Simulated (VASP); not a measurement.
# GaSb (F-43m) in VASP: notebook

Aim: see how the results for GaSb move with the level of theory and the settings. Levels: PBEsol, HSE06, PBE-based screened hybrid with 40 % exact exchange, PBE-based screened hybrid with 100 % exact exchange. Tasks: single point.

All numbers are computed with VASP 6.6.1; they aren't measurements. Logs are shortened: lines on timing, memory, paths and dates and some standing lists are left out, and cuts for length are marked.

## (1) The cell of the first run

Symmetry: F-43m, No. 216, cubic system. The conventional cell has a = 6.132 Å, b = 6.132 Å, c = 6.132 Å, α = 90.00°, β = 90.00°, γ = 90.00°. Ga (site symmetry -43m) has 4 Sb at 2.66 Å within 3.5 Å. Sb (site symmetry -43m) has 4 Ga at 2.66 Å within 3.5 Å.

## (2) Single point, PBEsol

INCAR

```
PREC = Accurate
ENCUT = 520
EDIFF = 1E-7
ISMEAR = -1
SIGMA = 0.02
LREAL = F
LASPH = T
NELM = 60
ALGO = Normal
ISIF = 2
LWAVE = F
LCHARG = T
GGA = PS
LELF = T
LVHAR = T
NBANDS = 16
```

KPOINTS

```
Automatic mesh
0
Gamma
  6 6 6
```

POSCAR

```
GaSb
1.0
    0.0000000000      3.0658787993      3.0658787993
    3.0658787993      0.0000000000      3.0658787993
    3.0658787993      3.0658787993      0.0000000000
Ga Sb
1 1
Direct
    0.0000000000      0.0000000000      0.0000000000
    0.2500000000      0.2500000000      0.2500000000
```

Potentials or basis: VASP PAW PBE potentials, release 64 (Ga_d, Sb).

Started as:

```bash
$ cat potpaw_PBE.64/Ga_d/POTCAR potpaw_PBE.64/Sb/POTCAR > POTCAR
$ mpirun -np 1 vasp_std > vasp.out
```

OUTCAR:

```text
PREC = Accurate
   ENCUT = 520
   EDIFF = 1E-7
   ISMEAR = -1
   LREAL = F
   LASPH = T
   NELM = 60
   ISIF = 2
   GGA = PS

 ion  position               nearest neighbor table
   1  0.000  0.000  0.000-   2 2.66   2 2.66   2 2.66   2 2.66
   2  0.250  0.250  0.250-   1 2.66   1 2.66   1 2.66   1 2.66

  LATTYP: Found a face centered cubic cell.
 ALAT       =     6.1317575986

  Lattice vectors:

 A1 = (   0.0000000000,   3.0658787993,   3.0658787993)
 A2 = (   3.0658787993,   0.0000000000,   3.0658787993)
 A3 = (   3.0658787993,   3.0658787993,   0.0000000000)

Analysis of symmetry for initial positions (statically):
=====================================================================
 Subroutine PRICEL returns:
 Original cell was already a primitive cell.

 Routine SETGRP: Setting up the symmetry group for a
 face centered cubic supercell.

 Subroutine GETGRP returns: Found 24 space group operations
 (whereof 24 operations were pure point group operations)
 out of a pool of 48 trial point group operations.

The static configuration has the point symmetry T_d .

Analysis of symmetry for dynamics (positions and initial velocities):
=====================================================================
 Subroutine PRICEL returns:
 Original cell was already a primitive cell.

 Routine SETGRP: Setting up the symmetry group for a
 face centered cubic supercell.

 Subroutine GETGRP returns: Found 24 space group operations
 (whereof 24 operations were pure point group operations)
 out of a pool of 48 trial point group operations.

The dynamic configuration has the point symmetry T_d .

 Subroutine INISYM returns: Found 24 space group operations
 (whereof 24 operations are pure point group operations),
 and found     1 'primitive' translations

----------------------------------------------------------------------------------------

                                     Primitive cell

  volume of cell :      57.6361

  direct lattice vectors                    reciprocal lattice vectors
     0.000000000  3.065878799  3.065878799    -0.163085377  0.163085377  0.163085377
     3.065878799  0.000000000  3.065878799     0.163085377 -0.163085377  0.163085377
     3.065878799  3.065878799  0.000000000     0.163085377  0.163085377 -0.163085377

  length of vectors
[... 67 lines left out ...]
   ISPIN  =      1    spin polarized calculation?
   LNONCOLLINEAR =      F non collinear calculations
   LSORBIT =      F    spin-orbit coupling
   LASPH  =      T    aspherical Exc in radial PAW
   ENCUT  =  520.0 eV  38.22 Ry    6.18 a.u.   8.06  8.06  8.06*2*pi/ulx,y,z
   NELM   =     60;   NELMIN=  2; NELMDL= -5     # of ELM steps
   EDIFF  = 0.1E-06   stopping-criterion for ELM
   LREAL  =      F    real-space projection
   EDIFFG = 0.1E-05   stopping-criterion for IOM
   NSW    =      0    number of steps for IOM
   IBRION =     -1    ionic relax: 0-MD 1-quasi-New 2-CG
   NFREE  =      0    steps in history (QN), initial steepest desc. (CG)
   ISIF   =      2    stress and relaxation
   ISYM   =      2    0-nonsym 1-usesym 2-fastsym
   POTIM  = 0.5000    time-step for ionic-motion
   TEBEG  =    0.0;   TEEND  =   0.0 temperature during run
   PSTRESS=    0.0 pullay stress
   NELECT =      18.0000    total number of electrons
   NUPDOWN=      -1.0000    fix difference up-down
   EMIN   =  10.00;   EMAX   =-10.00  energy-range for DOS
   EFERMI =   0.00;   METHOD = LEGACY
   ISMEAR =    -1;   SIGMA  =   0.02  broadening in eV -4-tet -1-fermi 0-gaus
   EFERMI_NEDOS =   21; number of points for ismear=-14 and -15
   IALGO  =     38    algorithm
   IMIX   =      4    mixing-type and parameters
     AMIX     =   0.40;   BMIX     =  1.00
     AMIX_MAG =   1.60;   BMIX_MAG =  1.00
  volume/ion in A,a.u.               =      28.82       194.47
  Fermi-wavevector in a.u.,A,eV,Ry     =   1.110710  2.098938 16.785191  1.233677
  Thomas-Fermi vector in A             =   2.247265
   LORBIT       =      0    0 simple, 1 ext, 2 COOP (PROOUT), +10 PAW based schemes
   GGA     = PS    functional components
   LHFCALC =     F    Hartree Fock is set to
   AEXX    =    0.0000 exact exchange contribution
   IVDW    =     0    specifies the selected vdW correction
   LEPSILON=     F    determine dielectric tensor
   LRPA    =     F    only Hartree local field effects (RPA)
 non-spin polarized calculation
  energy-cutoff  :      520.00
  volume of cell :       57.64
 maximum number of plane-waves:      1572
   NGX = 17   NGY = 17   NGZ = 17

 number of electron      17.9999989 magnetization

 Free energy of the ion-electron system (eV)
  ---------------------------------------------------
  ext. energy  EPLUGINS =         0.00000000
  ---------------------------------------------------
  free energy    TOTEN  =        -8.12174943 eV

  energy without entropy =       -8.12137712  energy(sigma->0) =       -8.12156328

 E-fermi :   4.6855     XC(G=0):  -9.2325

 val. band max:        4.6708535656   @ k =   0.0000   0.0000   0.0000
 cond. band min:       5.0012485919   @ k =   0.5000   0.0000   0.0000
 fundamental gap:      0.3303950263
 Fermi energy:         4.6854895838

 k-point     1 :       0.0000    0.0000    0.0000
  band No.  band energies     occupation
      1     -10.3187      2.00000
      2     -10.3187      2.00000
      3     -10.3187      2.00000
      4     -10.2696      2.00000
      5     -10.2696      2.00000
      6      -6.7866      2.00000
[... 281 lines left out ...]
      3     -10.2957      2.00000
      4     -10.2774      2.00000
      5     -10.2678      2.00000
      6      -4.3175      2.00000
[... 8 lines left out ...]
     15      14.6415      0.00000
     16      15.9585      0.00000

------------------------ aborting loop because EDIFF is reached ----------------------------------------

  FORCE on cell =-STRESS in cart. coord.  units (eV):
  Direction    XX          YY          ZZ          XY          YZ          ZX
  --------------------------------------------------------------------------------------
  -------------------------------------------------------------------------------------
  Total       -0.1084287     -0.1084287     -0.1084287     -0.0000000     -0.0000000      0.0000000
  in kB       -3.0141166     -3.0141166     -3.0141166     -0.0000000     -0.0000000      0.0000000
  external PRESSURE =      -3.0141166 kB  Pullay stress =       0.0000000 kB

 VOLUME and BASIS-vectors are now :
 -----------------------------------------------------------------------------
  energy-cutoff  :      520.00
  volume of cell :       57.64
      direct lattice vectors                 reciprocal lattice vectors
     0.000000000  3.065878799  3.065878799    -0.163085377  0.163085377  0.163085377
     3.065878799  0.000000000  3.065878799     0.163085377 -0.163085377  0.163085377
     3.065878799  3.065878799  0.000000000     0.163085377  0.163085377 -0.163085377

 POSITION                                       TOTAL-FORCE (eV/Angst)
 -----------------------------------------------------------------------------------
      0.00000      0.00000      0.00000        -0.000000     -0.000000     -0.000000
      1.53294      1.53294      1.53294         0.000000      0.000000      0.000000
 -----------------------------------------------------------------------------------
    total drift:                                0.000000      0.000000      0.000000

  FREE ENERGIE OF THE ION-ELECTRON SYSTEM (eV)
  ---------------------------------------------------
  free  energy   TOTEN  =        -8.1217494332 eV

  energy  without entropy=       -8.1213771196  energy(sigma->0) =       -8.12156328
```

OSZICAR:

```text
N       E                     dE             d eps       ncg     rms          rms(c)
DAV:   1     0.797314538076E+02    0.79731E+02   -0.85600E+03   520   0.137E+03
DAV:   2    -0.205776630134E+01   -0.81789E+02   -0.78651E+02   640   0.293E+02
DAV:   3    -0.812084612802E+01   -0.60631E+01   -0.60538E+01   576   0.647E+01
DAV:   4    -0.822045676671E+01   -0.99611E-01   -0.99600E-01   704   0.921E+00
DAV:   5    -0.822280149327E+01   -0.23447E-02   -0.23447E-02   600   0.122E+00    0.312E+00
DAV:   6    -0.814750016623E+01    0.75301E-01   -0.86902E-02   752   0.492E+00    0.182E+00
DAV:   7    -0.812136310007E+01    0.26137E-01   -0.42005E-02   616   0.180E+00    0.379E-01
DAV:   8    -0.812143443315E+01   -0.71333E-04   -0.48372E-03   712   0.788E-01    0.101E-01
DAV:   9    -0.812174519259E+01   -0.31076E-03   -0.47002E-04   544   0.157E-01    0.358E-02
DAV:  10    -0.812173950341E+01    0.56892E-05   -0.19153E-05   672   0.330E-02    0.118E-02
DAV:  11    -0.812174916090E+01   -0.96575E-05   -0.13094E-05   584   0.244E-02    0.353E-03
DAV:  12    -0.812174940013E+01   -0.23924E-06   -0.58364E-07   672   0.659E-03    0.106E-03
DAV:  13    -0.812174943323E+01   -0.33094E-07   -0.49777E-08   472   0.145E-03
   1 F= -.81217494E+01 E0= -.81215633E+01  d E =-.372314E-03
```

Wall time 9.2 s (1 thread of Intel Xeon Platinum 8375C at 2.90GHz (Ice Lake), shared host); peak memory 0.18 GiB.

Results:

```yaml
Free_energy: -8.1217 eV
Pressure: -0.3 GPa
Band_gap_on_the_k_mesh: zero (filled and empty bands touch)
```

Levels at points of the mesh, in eV from the Fermi level:
| k point | band 6 | band 7 | band 8 | band 9 | band 10 | band 11 | band 12 | band 13 |
| --- | --- | --- | --- | --- | --- | --- | --- | --- |
| (0.00, 0.00, 0.00) | -11.47 | -0.07 | -0.01 | -0.01 | -0.01 | 2.74 | 2.74 | 2.74 |
| (0.50, 0.00, 0.00) | -9.86 | -6.38 | -1.16 | -1.16 | 0.32 | 3.70 | 3.70 | 6.31 |
| (0.50, 0.50, 0.00) | -9.04 | -6.82 | -2.58 | -2.58 | 0.83 | 1.15 | 8.60 | 8.60 |

Caveat: semilocal functionals underestimate gaps, so a narrow gap can read as zero; the PAW data sets were made with another functional, which shifts forces and pressure a little; spin-orbit coupling is left out, which moves the levels of the heavy elements.

## (3) Single point, PBEsol, collinear spin, zero start

INCAR

```
SYSTEM = GaSb
ALGO = Normal ; EDIFF = 1E-6
ENCUT = 520 ; GGA = PS
ISIF = 2 ; ISMEAR = -1
ISPIN = 2 ; LASPH = .TRUE.
LCHARG = .TRUE. ; LELF = .TRUE.
LORBIT = 11 ; LREAL = .FALSE.
LVHAR = .TRUE. ; LWAVE = .FALSE.
MAGMOM = 0 0 ; NBANDS = 20
NELM = 150 ; PREC = Accurate
SIGMA = 0.02
```

KPOINTS

```
k-points
0
G
  6 6 6
  0 0 0
```

POSCAR is that of step 2.

Potentials or basis: VASP PAW PBE potentials, release 64 (Ga_d, Sb).

Started as:

```bash
$ cat potpaw_PBE.64/Ga_d/POTCAR potpaw_PBE.64/Sb/POTCAR > POTCAR
$ mpirun -np 1 vasp_std > vasp.out
```

Run time: 18 s. Hardware: 1 thread of Intel Xeon Platinum 8375C at 2.90GHz (Ice Lake), shared host; peak memory 0.21 GiB.

Results (log left out):

| Property | Result |
| --- | --- |
| Free energy | -8.1217 eV |
| Pressure | -0.3 GPa |
| Band gap on the k mesh | zero (filled and empty bands touch) |
| Net moment | 0.00 μB per cell |
| Valence electrons inside the program's atomic spheres | Ga 11.63; Sb 2.49 |

Levels at points of the mesh, in eV from the Fermi level:
Spin up:
| k point | band 7 | band 8 | band 9 | band 10 | band 11 | band 12 |
| --- | --- | --- | --- | --- | --- | --- |
| (0.00, 0.00, 0.00) | -0.07 | -0.01 | -0.01 | -0.01 | 2.74 | 2.74 |
| (0.50, 0.00, 0.00) | -6.38 | -1.16 | -1.16 | 0.32 | 3.70 | 3.70 |
| (0.50, 0.50, 0.00) | -6.82 | -2.58 | -2.58 | 0.83 | 1.15 | 8.60 |
Spin down:
```
           k point  band 6  band 7  band 8  band 9  band 10  band 11  band 12  band 13
(0.00, 0.00, 0.00)  -11.47   -0.07   -0.01   -0.01    -0.01     2.74     2.74     2.74
(0.50, 0.00, 0.00)   -9.86   -6.38   -1.16   -1.16     0.32     3.70     3.70     6.30
(0.50, 0.50, 0.00)   -9.04   -6.82   -2.58   -2.58     0.83     1.15     8.60     8.60
```

Caveat: semilocal functionals underestimate gaps, so a narrow gap can read as zero; the PAW data sets were made with another functional, which shifts forces and pressure a little; spin-orbit coupling is left out, which moves the levels of the heavy elements.

## (4) Single point, HSE06

POSCAR is that of step 3.

INCAR.step1

```
SYSTEM = GaSb
  ALGO = Normal
  EDIFF = 1E-5
  ENCUT = 520
  GGA = PE
  ISIF = 2
  ISMEAR = -1
  LASPH = .True.
  LCHARG = .False.
  LREAL = .False.
  LWAVE = .True.
  NBANDS = 16
  NELM = 60
  PREC = Accurate
  SIGMA = 0.02
```

INCAR.step2

```
SYSTEM = GaSb
  ALGO = Normal
  EDIFF = 1E-6
  ENCUT = 520
  GGA = PE
  HFSCREEN = 0.2079
  ISIF = 2
  ISMEAR = -1
  ISTART = 1
  LASPH = .True.
  LCHARG = .False.
  LHFCALC = .True.
  LREAL = .False.
  LWAVE = .False.
  NBANDS = 16
  NELM = 60
  PREC = Accurate
  PRECFOCK = Normal
  SIGMA = 0.02
```

KPOINTS

```
k-points
0
Gamma
  4 4 4
  0 0 0
```

Started as:

```bash
$ cat potpaw_PBE.64/Ga_d/POTCAR potpaw_PBE.64/Sb/POTCAR > POTCAR
$ cp INCAR.step1 INCAR
$ mpirun -np 1 vasp_std > vasp.out
$ cp INCAR.step2 INCAR
$ mpirun -np 1 vasp_std > vasp.out
```

It took 12 min on 1 thread of Intel Xeon Platinum 8375C at 2.90GHz (Ice Lake), shared host; peak memory 0.3 GiB.

Results (log left out):

| Quantity | Value |
| --- | --- |
| Free energy | -8.7819 eV |
| Pressure | -0.1 GPa |
| Band gap on the k mesh | 0.85 eV |

Levels at points of the mesh, in eV from the valence-band top:
```csv
k point,band 5,band 6,band 7,band 8,band 9,band 10,band 11,band 12,band 13,band 14
"(0.00, 0.00, 0.00)",-17.61,-12.48,0.00,0.00,0.00,0.85,3.49,3.49,3.49,6.69
"(0.50, 0.00, 0.00)",-17.61,-10.70,-6.84,-1.23,-1.23,1.08,4.49,4.49,7.33,10.39
"(0.50, 0.50, 0.00)",-17.60,-9.77,-7.33,-2.75,-2.75,1.52,1.86,9.87,9.87,11.21
```

Caveat: the k points lie up to 0.44 Å⁻¹ apart; the PAW data sets were made with another functional, which shifts forces and pressure a little; spin-orbit coupling is left out, which moves the levels of the heavy elements.

## (5) Single point, PBE-based screened hybrid with 40 % exact exchange

POSCAR is that of step 4.

INCAR.step1

```
ALGO = Normal
EDIFF = 1E-5
ENCUT = 520
GGA = PE
ISIF = 2
ISMEAR = -1
LASPH = T
LCHARG = F
LREAL = F
LWAVE = T
NBANDS = 16
NELM = 80
PREC = Accurate
SIGMA = 0.02
```

INCAR.step2

```
AEXX = 0.4
ALGO = Normal
EDIFF = 1E-6
ENCUT = 520
GGA = PE
HFSCREEN = 0.5
ISIF = 2
ISMEAR = -1
ISTART = 1
LASPH = T
LCHARG = F
LHFCALC = T
LREAL = F
LWAVE = F
NBANDS = 16
NELM = 80
PREC = Accurate
PRECFOCK = Normal
SIGMA = 0.02
```

KPOINTS

```
k-points
0
Gamma
  4 4 4
```

Started as:

```bash
$ cat potpaw_PBE.64/Ga_d/POTCAR potpaw_PBE.64/Sb/POTCAR > POTCAR
$ cp INCAR.step1 INCAR
$ mpirun -np 1 vasp_std > vasp.out
$ cp INCAR.step2 INCAR
$ mpirun -np 1 vasp_std > vasp.out
```

Wall time 11 min (1 thread of Intel Xeon Platinum 8375C at 2.90GHz (Ice Lake), shared host); peak memory 0.3 GiB.

Results (log left out):

```
Free energy            : -8.7195 eV
Pressure               : 0.0 GPa
Band gap on the k mesh : 0.75 eV
```

Levels at points of the mesh, in eV from the valence-band top:
| k point | band 5 | band 6 | band 7 | band 8 | band 9 | band 10 | band 11 | band 12 | band 13 | band 14 |
| --- | --- | --- | --- | --- | --- | --- | --- | --- | --- | --- |
| (0.00, 0.00, 0.00) | -18.56 | -12.39 | 0.00 | 0.00 | 0.00 | 0.75 | 3.32 | 3.32 | 3.32 | 6.52 |
| (0.50, 0.00, 0.00) | -18.56 | -10.62 | -6.68 | -1.20 | -1.20 | 0.95 | 4.29 | 4.29 | 7.13 | 10.20 |
| (0.50, 0.50, 0.00) | -18.56 | -9.71 | -7.17 | -2.69 | -2.69 | 1.36 | 1.68 | 9.68 | 9.68 | 11.04 |

Caveat: the k points lie up to 0.44 Å⁻¹ apart; the PAW data sets were made with another functional, which shifts forces and pressure a little; spin-orbit coupling is left out, which moves the levels of the heavy elements. A k mesh can miss the band edges.

## (6) Single point, PBE-based screened hybrid with 100 % exact exchange

POSCAR is that of step 5.

INCAR.step1

```
SYSTEM = GaSb
PREC = Accurate
ENCUT = 520
EDIFF = 1E-5
ISMEAR = -1
SIGMA = 0.02
LREAL = .False.
LASPH = .True.
NELM = 60
ALGO = Normal
ISIF = 2
LWAVE = .True.
GGA = PE
NBANDS = 16
```

INCAR.step2

```
SYSTEM = GaSb
PREC = Accurate
ENCUT = 520
EDIFF = 1E-7
ISMEAR = -1
SIGMA = 0.02
LREAL = .False.
LASPH = .True.
NELM = 60
ALGO = Normal
ISIF = 2
LWAVE = .False.
LCHARG = .True.
GGA = PE
LHFCALC = .True.
AEXX = 1.0
HFSCREEN = 0.2078
PRECFOCK = Normal
LELF = .True.
LVHAR = .True.
ISTART = 1
NBANDS = 16
ALDAC = 1.0
AGGAC = 1.0
```

KPOINTS

```
Automatic mesh
0
Gamma
  4 4 4
  0 0 0
```

Potentials or basis: VASP PAW PBE potentials, release 64 (Ga_d, Sb).

Started as:

```bash
$ cat potpaw_PBE.64/Ga_d/POTCAR potpaw_PBE.64/Sb/POTCAR > POTCAR
$ cp INCAR.step1 INCAR
$ mpirun -np 1 vasp_std > vasp.out
$ cp INCAR.step2 INCAR
$ mpirun -np 1 vasp_std > vasp.out
```

Wall time 39 min (1 thread of Intel Xeon Platinum 8375C at 2.90GHz (Ice Lake), shared host); peak memory 0.29 GiB.

Results (log left out):

```yaml
Free_energy: -36.6609 eV
Pressure: -23.4 GPa
Band_gap_on_the_k_mesh: 6.53 eV (least direct gap 8.21 eV)
```

Levels at points of the mesh, in eV from the valence-band top:
| k point | band 5 | band 6 | band 7 | band 8 | band 9 | band 10 | band 11 | band 12 | band 13 | band 14 |
| --- | --- | --- | --- | --- | --- | --- | --- | --- | --- | --- |
| (0.00, 0.00, 0.00) | -23.93 | -9.74 | 0.00 | 0.00 | 0.00 | 9.45 | 9.45 | 9.45 | 9.70 | 13.41 |
| (0.50, 0.00, 0.00) | -23.93 | -7.34 | -5.05 | -0.87 | -0.87 | 7.88 | 10.27 | 10.27 | 12.03 | 14.62 |
| (0.50, 0.50, 0.00) | -23.93 | -6.14 | -5.08 | -2.12 | -2.12 | 6.53 | 8.05 | 13.90 | 14.04 | 14.04 |

Caveat: the k points lie up to 0.44 Å⁻¹ apart; the PAW data sets were made with another functional, which shifts forces and pressure a little; spin-orbit coupling is left out, which moves the levels of the heavy elements. A k mesh can miss the band edges.

## (7) The runs side by side

| level | spin | k mesh | grid for exact exchange (PRECFOCK) | share of exact exchange | screening parameter | gap on the mesh (eV) | pressure (GPa) |
| --- | --- | --- | --- | --- | --- | --- | --- |
| PBEsol | off | 6 × 6 × 6 | - | - | - | none | -0.3 |
| PBEsol | collinear, zero start | 6 × 6 × 6 | - | - | - | none | -0.3 |
| HSE06 | off | 4 × 4 × 4 | Normal | 0.25 | 0.2079 1/Å | 0.85 | -0.1 |
| PBE-based screened hybrid with 40 % exact exchange | off | 4 × 4 × 4 | Normal | 0.4 | 0.5 1/Å | 0.75 | 0.0 |
| PBE-based screened hybrid with 100 % exact exchange | off | 4 × 4 × 4 | Normal | 1 | 0.2078 1/Å | 6.53 | -23.4 |

Alike in all rows: task single point; potentials or basis VASP PAW PBE potentials, release 64 (Ga_d, Sb); cell as given; cutoff (eV) 520; smearing fermi-dirac 0.02 eV.

Caveats: some runs use coarse meshes; the PAW data sets were made with another functional, which shifts forces and pressure a little; spin-orbit coupling is left out, which moves the levels of the heavy elements; semilocal functionals underestimate gaps, so a narrow gap can read as zero (at least some runs).

Absolute energies hang on the potentials; compare differences alone.
